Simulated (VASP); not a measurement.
A run of VASP 6.6.1 is set up as follows.

Contents of INCAR:

```
SYSTEM = Zr8S15
ALGO = Normal ; EDIFF = 1E-6
ENCUT = 400 ; GGA = PS
GGA_COMPAT = .False. ; ISIF = 2
ISMEAR = -1 ; LASPH = .True.
LCHARG = .False. ; LREAL = .False.
LWAVE = .False. ; NBANDS = 110
NELM = 120 ; PREC = Accurate
SIGMA = 0.05
```

File KPOINTS:

```
k-points
0
Gamma
  2 2 2
  0 0 0
```

Contents of POSCAR:

```
Zr8S15
1.0
    7.1865319500      0.0000000000      0.0000000000
   -3.5932659700      6.2237192300      0.0000000000
    0.0000000000      0.0000000000     11.5816051600
Zr S
8 15
Direct
   -0.0013448742     -0.0280864212     -0.0091352622
    0.0138205587      0.0368750568      0.4998580007
   -0.0178797100      0.4540818593     -0.0098394824
    0.0130638664      0.5369588306      0.4991475638
    0.5100124587     -0.0263782786      0.0263803675
    0.5133524115      0.0355894911      0.4997018911
    0.4958118998      0.4624046962      0.0169954853
    0.5131987250      0.5356951168      0.4968512499
    0.1485283537      0.2994606490      0.1254560987
    0.3456585087      0.2014824181      0.3719752090
    0.1811791069      0.3711073579      0.6253043425
    0.3011999817      0.2046904677      0.8643315725
    0.1477477520      0.7896570874      0.1138137574
    0.3458441062      0.7040065334      0.3717947504
    0.1795254119      0.8694725453      0.6267323829
    0.6798735792      0.3135858042      0.1344640901
    0.8462128985      0.2024080704      0.3729554704
    0.6789512820      0.3706246884      0.6250573992
    0.7784522317      0.1074359198      0.8724465098
    0.6722899986      0.8097214565      0.1363744471
    0.8485226817      0.7041906677      0.3714808907
    0.6793626132      0.8678876409      0.6249176949
    0.8132538324      0.6268179614      0.8739299829
```

Potentials or basis: VASP PAW PBE potentials, release 64 (Zr_sv, S).

Run with:

```bash
$ cat potpaw_PBE.64/Zr_sv/POTCAR potpaw_PBE.64/S/POTCAR > POTCAR
$ mpirun -np 1 vasp_std > vasp.out
```

**Question.** Predict the pressure.

**Answer.** 1.1 GPa.

**Question.** Predict the band gap on the k mesh.

**Answer.** 0.04 eV.

**Question.** Predict the largest force.

**Answer.** 0.555 eV/Å.

Stress tensor (GPa, compression positive):
```
 1.19  0.21 -0.16
 0.21  1.30  0.11
-0.16  0.11  0.94
```

Caveat: the k points lie up to 0.50 Å⁻¹ apart; the PAW data sets were made with another functional, which shifts forces and pressure a little.
